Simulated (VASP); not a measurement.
## Sc: single point with PBEsol

The system is Sc.

```
CELL_PARAMETERS angstrom
3.14458 0.00000 0.00000
-1.57229 2.72329 0.00000
0.00000 0.00000 4.87609
ATOMIC_POSITIONS crystal
Sc 0.33333 0.66667 0.25000
Sc 0.66667 0.33333 0.75000
```

This cell differs from its parent crystal: volume scaled by 0.88.

| Item | Value |
| --- | --- |
| Program | VASP 6.6.1 |
| Task | single point |
| Functional | PBEsol |
| Potentials or basis | VASP PAW PBE potentials, release 64 (Sc_sv) |
| Cutoff | 520 eV |
| k mesh | 15 × 15 × 8 |
| Occupations | fermi-dirac, width 0.1 eV |
| Spin | no spin polarisation |

| Property | Result |
| --- | --- |
| Pressure | 8.9 GPa |
| Band gap on the k mesh | zero (band 11 reaches 5.72 eV, above the bottom of band 12 at 3.94 eV) |

Levels at points of the mesh, in eV from the Fermi level:
| k point | band 8 | band 9 | band 10 | band 11 | band 12 | band 13 | band 14 | band 15 |
| --- | --- | --- | --- | --- | --- | --- | --- | --- |
| (0.00, 0.00, 0.00) | -27.12 | -5.40 | -1.88 | 1.13 | 1.78 | 1.78 | 2.14 | 2.36 |
| (0.00, 0.00, 0.50) | -27.22 | -3.64 | -3.64 | 1.10 | 1.10 | 1.67 | 1.67 | 1.67 |

Wall time 27 s on 1 thread of Intel(R) Xeon(R) 6975P-C (Granite Rapids) (shared host), peak memory 0.21 GiB.

Caveat: the PAW data sets were made with another functional, which shifts forces and pressure a little.
